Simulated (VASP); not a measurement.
A run of VASP 6.6.1 is set up as follows.

File INCAR:

```
PREC = Accurate ; ENCUT = 520
EDIFF = 1E-7 ; ISMEAR = 0
SIGMA = 0.1 ; LREAL = False
LASPH = True ; NELM = 80
ALGO = Fast ; ISIF = 2
LWAVE = False ; LCHARG = True
GGA = PE ; LELF = True
LVHAR = True ; NBANDS = 18
```

The input KPOINTS:

```
Automatic mesh
0
Gamma
  24 24 12
```

The input POSCAR:

```
Cu
1.0
    2.5166501653      0.0000000000      0.0000000000
   -1.2583250827      2.1794829756      0.0000000000
    0.0000000000      0.0000000000      4.2544830648
Cu
2
Direct
    0.3333333333      0.6666666667      0.2500000000
    0.6666666667      0.3333333333      0.7500000000
```

Potentials or basis: VASP PAW PBE potentials, release 64 (Cu).

The run is started by

```sh
$ cat potpaw_PBE.64/Cu/POTCAR > POTCAR
$ mpirun -np 1 vasp_std > vasp.out
```

Q: What does it give for the band gap on the k mesh?

A: Zero (band 11 reaches 12.00 eV, above the bottom of band 12 at 5.77 eV).

Q: What does it give for the pressure?

A: 4.6 GPa.

Stress tensor (GPa, compression positive):
```
6.60 0.00 0.00
0.00 6.60 0.00
0.00 0.00 0.54
```

Caveat: the cell differs from its parent crystal (biaxial strain in the a-b plane: -2.0 %, then relaxed in part).
